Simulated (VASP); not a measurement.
# TiAl (Imm2) in VASP: further runs

Runs on TiAl. Level: LDA. Tasks: single point.

Program: VASP 6.6.1. These are calculated values, not measurements. Logs are shortened: lines on timing, memory, paths and dates and some standing lists are left out, and cuts for length are marked.

**1. The cell of the first run**

Symmetry: Imm2, No. 44, orthorhombic system. Conventional cell: a = 2.812 Å, b = 9.180 Å, c = 4.871 Å, α = 90.00°, β = 90.00°, γ = 90.00°. Within 3.6 Å of Ti (site symmetry m) lie 6 Al at 2.72 to 2.91 Å and 6 Ti at 2.81 Å. Al (site symmetry mm2) has 6 Al at 2.62 to 3.01 Å and 6 Ti at 2.72 to 2.88 Å within 3.5 Å. Within 3.5 Å of Al (site symmetry mm2) lie 6 Al at 2.62 to 3.01 Å and 6 Ti at 2.75 to 2.91 Å.

**2. Single point, LDA (atoms displaced along a vibrational mode)**

File INCAR:

```
SYSTEM = TiAl
PREC     = Accurate       ! precision mode
ENCUT    = 520            ! plane-wave cutoff, eV
EDIFF    = 1E-6           ! SCF threshold, eV
ISMEAR   = 0              ! smearing method
SIGMA    = 0.15           ! smearing width, eV
LREAL    = .False.        ! projectors in reciprocal space
LASPH    = .True.         ! aspherical terms in the spheres
NELM     = 80             ! most SCF steps
ALGO     = Fast           ! electronic algorithm
ISIF     = 2              ! what is computed and relaxed
LWAVE    = .False.        ! write WAVECAR
LCHARG   = .False.        ! write CHGCAR
GGA      = CA             ! functional
NBANDS   = 23             ! bands
```

File KPOINTS:

```
Automatic mesh
0
Gamma
  16 16 16
  0 0 0
```

File POSCAR:

```
TiAl
1.0
   -2.8120068102      0.0000000000      0.0000000000
    0.0000000000      4.8705386665      0.0000000000
    1.4060034051     -2.4352693333     -4.5900455634
Ti Al
2 2
Direct
    0.5040325328      0.5040325328      0.0080650657
   -0.0040325328     -0.0040325328     -0.0080650657
    0.7500000000      0.0601326141      0.5000000000
    0.2500000000      0.6065340525      0.5000000000
```

Potentials or basis: VASP PAW LDA potentials, release 64 (Ti_sv, Al).

Run with:

```console
> cat potpaw_LDA.64/Ti_sv/POTCAR potpaw_LDA.64/Al/POTCAR > POTCAR
> mpirun -np 1 vasp_std > vasp.out
```

OUTCAR:

```text
SYSTEM = TiAl
   PREC = Accurate
   ENCUT = 520
   EDIFF = 1E-6
   ISMEAR = 0
   LREAL = .False.
   LASPH = .True.
   NELM = 80
   ISIF = 2
   GGA = CA

 ion  position               nearest neighbor table
   1  0.504  0.504  0.008-   3 2.72   4 2.75   4 2.75   2 2.81   2 2.81   2 2.81   2 2.81   3 2.88
                             3 2.88   4 2.91
   2  0.996  0.996  0.992-   3 2.72   4 2.75   4 2.75   1 2.81   1 2.81   1 2.81   1 2.81   3 2.88
                             3 2.88   4 2.91
   3  0.750  0.060  0.500-   4 2.62   4 2.62   2 2.72   1 2.72   1 2.88   1 2.88   2 2.88   2 2.88
                             4 3.01   4 3.01
   4  0.250  0.607  0.500-   3 2.62   3 2.62   1 2.75   2 2.75   1 2.75   2 2.75   2 2.91   1 2.91
                             3 3.01   3 3.01

  LATTYP: Found a body centered orthorhombic cell.
 ALAT       =     2.8120068102
 B/A-ratio  =     1.7320508076
 C/A-ratio  =     3.2646048699

  Lattice vectors:

 A1 = (  -1.4060034051,   2.4352693333,   4.5900455634)
 A2 = (   1.4060034051,  -2.4352693332,   4.5900455634)
 A3 = (   1.4060034051,   2.4352693332,  -4.5900455634)

Analysis of symmetry for initial positions (statically):
=====================================================================
 Subroutine PRICEL returns:
 Original cell was already a primitive cell.

 Routine SETGRP: Setting up the symmetry group for a
 body centered orthorhombic supercell.

 Subroutine GETGRP returns: Found  4 space group operations
 (whereof  2 operations were pure point group operations)
 out of a pool of  8 trial point group operations.

The static configuration has the point symmetry C_1h.
 The point group associated with its full space group is C_2v.

Analysis of symmetry for dynamics (positions and initial velocities):
=====================================================================
 Subroutine PRICEL returns:
 Original cell was already a primitive cell.

 Routine SETGRP: Setting up the symmetry group for a
 body centered orthorhombic supercell.

 Subroutine GETGRP returns: Found  4 space group operations
 (whereof  2 operations were pure point group operations)
 out of a pool of  8 trial point group operations.

The dynamic configuration has the point symmetry C_1h.
 The point group associated with its full space group is C_2v.

 Subroutine INISYM returns: Found  4 space group operations
 (whereof  2 operations are pure point group operations),
 and found     1 'primitive' translations

----------------------------------------------------------------------------------------

                                     Primitive cell

  volume of cell :      62.8652

  direct lattice vectors                    reciprocal lattice vectors
    -2.812006810  0.000000000  0.000000000    -0.355617915  0.000000000 -0.108931381
     0.000000000  4.870538666  0.000000000     0.000000000  0.205316099 -0.108931381
     1.406003405 -2.435269333 -4.590045563     0.000000000  0.000000000 -0.217862761

  length of vectors
     2.812006810  4.870538666  5.382926767     0.371927610  0.232423635  0.217862761

  position of ions in fractional coordinates (direct lattice)
     0.504032533  0.504032533  0.008065066
     0.995967467  0.995967467  0.991934934
     0.750000000  0.060132614  0.500000000
     0.250000000  0.606534053  0.500000000

  ion indices of the primitive-cell ions
   primitive index   ion index
                 1           1
                 2           2
                 3           3
                 4           4

----------------------------------------------------------------------------------------

 KPOINTS: Automatic mesh

Automatic generation of k-mesh.
 Grid dimensions read from file:
 generate k-points for:   16   16   16

 Generating k-lattice:

  Cartesian coordinates                     Fractional coordinates (reciprocal lattice)
    -0.022226120  0.000000000 -0.006808211     0.062500000  0.000000000  0.000000000
     0.000000000  0.012832256 -0.006808211     0.000000000  0.062500000  0.000000000
     0.000000000  0.000000000 -0.013616423     0.000000000  0.000000000  0.062500000

  Length of vectors
     0.023245476  0.014526477  0.013616423

  Shift w.r.t. Gamma in fractional coordinates (k-lattice)
     0.000000000  0.000000000  0.000000000

 Subroutine IBZKPT returns following result:
 ===========================================

 Found    621 irreducible k-points:

 Following reciprocal coordinates:
            Coordinates               Weight
  0.000000  0.000000  0.000000      1.000000
  0.062500  0.000000  0.000000      4.000000
  0.125000  0.000000  0.000000      4.000000
  0.187500  0.000000  0.000000      4.000000
  0.250000  0.000000  0.000000      4.000000
  0.312500  0.000000 -0.000000      4.000000
[... 16 lines left out ...]
 -0.187500  0.062500  0.000000      8.000000
 -0.125000  0.062500 -0.000000      8.000000
 [... further k-points ...]
   k-points           NKPTS =    621   k-points in BZ     NKDIM =    621   number of bands    NBANDS=     23
   number of dos      NEDOS =    301   number of ions     NIONS =      4
   total plane-waves  NPLWV =  34560
   dimension x,y,z NGX =    24 NGY =   36 NGZ =   40
   dimension x,y,z NGXF=    48 NGYF=   72 NGZF=   80
   ions per type =               2   2
   NGX,Y,Z   is equivalent  to a cutoff of  14.19, 12.29, 12.35 a.u.
   NGXF,Y,Z  is equivalent  to a cutoff of  28.38, 24.58, 24.71 a.u.
 SYSTEM =  TiAl
   PREC   = accura    normal or accurate (medium, high low for compatibility)
   ISTART =      0    job   : 0-new  1-cont  2-samecut
   ICHARG =      2    charge: 1-file 2-atom 10-const
   ISPIN  =      1    spin polarized calculation?
   LNONCOLLINEAR =      F non collinear calculations
   LSORBIT =      F    spin-orbit coupling
   LASPH  =      T    aspherical Exc in radial PAW
   ENCUT  =  520.0 eV  38.22 Ry    6.18 a.u.   5.23  9.06 10.01*2*pi/ulx,y,z
   NELM   =     80;   NELMIN=  2; NELMDL= -5     # of ELM steps
   EDIFF  = 0.1E-05   stopping-criterion for ELM
   LREAL  =      F    real-space projection
   EDIFFG = 0.1E-04   stopping-criterion for IOM
   NSW    =      0    number of steps for IOM
   IBRION =     -1    ionic relax: 0-MD 1-quasi-New 2-CG
   NFREE  =      0    steps in history (QN), initial steepest desc. (CG)
   ISIF   =      2    stress and relaxation
   ISYM   =      2    0-nonsym 1-usesym 2-fastsym
   POTIM  = 0.5000    time-step for ionic-motion
   TEBEG  =    0.0;   TEEND  =   0.0 temperature during run
   PSTRESS=    0.0 pullay stress
   NELECT =      30.0000    total number of electrons
   NUPDOWN=      -1.0000    fix difference up-down
   EMIN   =  10.00;   EMAX   =-10.00  energy-range for DOS
   EFERMI =   0.00;   METHOD = LEGACY
   ISMEAR =     0;   SIGMA  =   0.15  broadening in eV -4-tet -1-fermi 0-gaus
   EFERMI_NEDOS =   21; number of points for ismear=-14 and -15
   IALGO  =     68    algorithm
   IMIX   =      4    mixing-type and parameters
     AMIX     =   0.40;   BMIX     =  1.00
     AMIX_MAG =   1.60;   BMIX_MAG =  1.00
  volume/ion in A,a.u.               =      15.72       106.06
  Fermi-wavevector in a.u.,A,eV,Ry     =   1.279318  2.417560 22.268032  1.636654
  Thomas-Fermi vector in A             =   2.411810
   LORBIT       =      0    0 simple, 1 ext, 2 COOP (PROOUT), +10 PAW based schemes
   GGA     = CA    functional components
   LHFCALC =     F    Hartree Fock is set to
   AEXX    =    0.0000 exact exchange contribution
   IVDW    =     0    specifies the selected vdW correction
   LEPSILON=     F    determine dielectric tensor
   LRPA    =     F    only Hartree local field effects (RPA)
 non-spin polarized calculation
 RMM-DIIS sequential band-by-band and
 Gauss-broadening in eV      SIGMA  =   0.15
  energy-cutoff  :      520.00
  volume of cell :       62.87
 maximum number of plane-waves:      1713
 NGX is ok and might be reduce to    24
   NGX = 11   NGY = 19   NGZ = 19

 number of electron      29.9999996 magnetization

 Free energy of the ion-electron system (eV)
  ---------------------------------------------------
  ext. energy  EPLUGINS =         0.00000000
  ---------------------------------------------------
  free energy    TOTEN  =       -26.36927898 eV

  energy without entropy =      -26.31657350  energy(sigma->0) =      -26.34292624

 E-fermi :   8.2727     XC(G=0): -11.3937

 val. band max:        8.2727014880   @ k =   0.3125   0.0000   0.1250
 cond. band min:       8.2735370702   @ k =  -0.3750   0.0625   0.1250
 fundamental gap:      0.0008355822
 Fermi energy:         8.2727493969

 k-point     1 :       0.0000    0.0000    0.0000
  band No.  band energies     occupation
      1     -47.4539      2.00000
      2     -47.3277      2.00000
      3     -24.3828      2.00000
      4     -24.1807      2.00000
      5     -24.0650      2.00000
      6     -23.8325      2.00000
[... 15 lines left out ...]
     22      11.2980      0.00000
     23      12.4215      0.00000

 k-point     2 :       0.0625    0.0000    0.0000
  band No.  band energies     occupation
      1     -47.4503      2.00000
      2     -47.3265      2.00000
      3     -24.3742      2.00000
      4     -24.1774      2.00000
      5     -24.0638      2.00000
      6     -23.8504      2.00000
[... 15 lines left out ...]
     22      11.3481      0.00000
     23      12.4629      0.00000

 k-point     3 :       0.1250    0.0000    0.0000
  band No.  band energies     occupation
      1     -47.4399      2.00000
      2     -47.3232      2.00000
      3     -24.3486      2.00000
      4     -24.1677      2.00000
      5     -24.0605      2.00000
      6     -23.9007      2.00000
[... 15 lines left out ...]
     22      11.4207      0.00000
     23      12.6150      0.00000
[... 495 lines left out ...]
 k-point    23 :      -0.1875    0.0625    0.0000
  band No.  band energies     occupation
      1     -47.4230      2.00000
      2     -47.3197      2.00000
      3     -24.3042      2.00000
      4     -24.1515      2.00000
      5     -24.0572      2.00000
      6     -23.9716      2.00000
[... 15 lines left out ...]
     22      11.5028      0.00000
     23      12.7406      0.00000

 k-point    24 :      -0.1250    0.0625   -0.0000
  band No.  band energies     occupation
      1     -47.4388      2.00000
      2     -47.3243      2.00000
      3     -24.3432      2.00000
      4     -24.1664      2.00000
      5     -24.0617      2.00000
      6     -23.8986      2.00000
[... 15 lines left out ...]
     22      11.4467      0.00000
     23      12.5343      0.00000

 [... further k-points ...]

------------------------ aborting loop because EDIFF is reached ----------------------------------------

  FORCE on cell =-STRESS in cart. coord.  units (eV):
  Direction    XX          YY          ZZ          XY          YZ          ZX
  --------------------------------------------------------------------------------------
  -------------------------------------------------------------------------------------
  Total        0.3741473      0.7605335      0.3269315      0.0000000      0.0000000      0.0000000
  in kB        9.5354850     19.3828913      8.3321491      0.0000000      0.0000000      0.0000000
  external PRESSURE =      12.4168418 kB  Pullay stress =       0.0000000 kB

 VOLUME and BASIS-vectors are now :
 -----------------------------------------------------------------------------
  energy-cutoff  :      520.00
  volume of cell :       62.87
      direct lattice vectors                 reciprocal lattice vectors
    -2.812006810  0.000000000  0.000000000    -0.355617915  0.000000000 -0.108931381
     0.000000000  4.870538666  0.000000000     0.000000000  0.205316099 -0.108931381
     1.406003405 -2.435269333 -4.590045563     0.000000000  0.000000000 -0.217862761

 POSITION                                       TOTAL-FORCE (eV/Angst)
 -----------------------------------------------------------------------------------
     -1.40600      2.43527     -0.03702        -0.000000     -0.037010      0.679894
     -1.40600      2.43527     -4.55303        -0.000000     -0.037010     -0.679894
     -1.40600     -0.92476     -2.29502        -0.000000      1.243901     -0.000000
      0.00000      1.73651     -2.29502         0.000000     -1.169881     -0.000000
 -----------------------------------------------------------------------------------
    total drift:                                0.000000      0.000150      0.000000

  FREE ENERGIE OF THE ION-ELECTRON SYSTEM (eV)
  ---------------------------------------------------
  free  energy   TOTEN  =       -26.3692789836 eV

  energy  without entropy=      -26.3165734966  energy(sigma->0) =      -26.34292624
```

Run time: 17 min. Hardware: 1 thread of AMD EPYC 9R45 (Zen 5), shared host; peak memory 0.74 GiB.

Results:

```
Free energy            : -26.3693 eV
Pressure               : 1.2 GPa
Largest force          : 1.244 eV/Å
Band gap on the k mesh : zero (bands 15 and 16 overlap by 1.06 eV)
```

Forces on the atoms (eV/Å):
```
Ti   0.000 -0.037  0.680
Ti   0.000 -0.037 -0.680
Al   0.000  1.244  0.000
Al   0.000 -1.170  0.000
```

Levels at points of the mesh, in eV from the Fermi level:
| k point | band 12 | band 13 | band 14 | band 15 | band 16 | band 17 | band 18 | band 19 |
| --- | --- | --- | --- | --- | --- | --- | --- | --- |
| (0.00, 0.00, 0.00) | -2.14 | -2.07 | -1.74 | 0.70 | 0.94 | 1.29 | 1.30 | 1.93 |
| (0.50, 0.00, 0.00) | -1.33 | -0.90 | -0.78 | -0.32 | 0.08 | 0.33 | 0.56 | 2.32 |
| (0.00, 0.50, 0.00) | -2.69 | -0.59 | -0.36 | 0.31 | 0.47 | 1.81 | 2.10 | 2.39 |
| (0.50, 0.50, 0.00) | -2.39 | -1.96 | -1.72 | -1.04 | 0.66 | 0.93 | 1.93 | 2.14 |
| (0.00, 0.00, 0.50) | -2.82 | -1.70 | -1.13 | -0.54 | 1.29 | 1.31 | 2.15 | 2.77 |

Caveat: the cell differs from its parent crystal (atoms displaced along a vibrational mode); forces of over 1 eV/Å act on the atoms, so gaps and moduli don't describe the material at rest.

(Continued in part 2 of 2.)
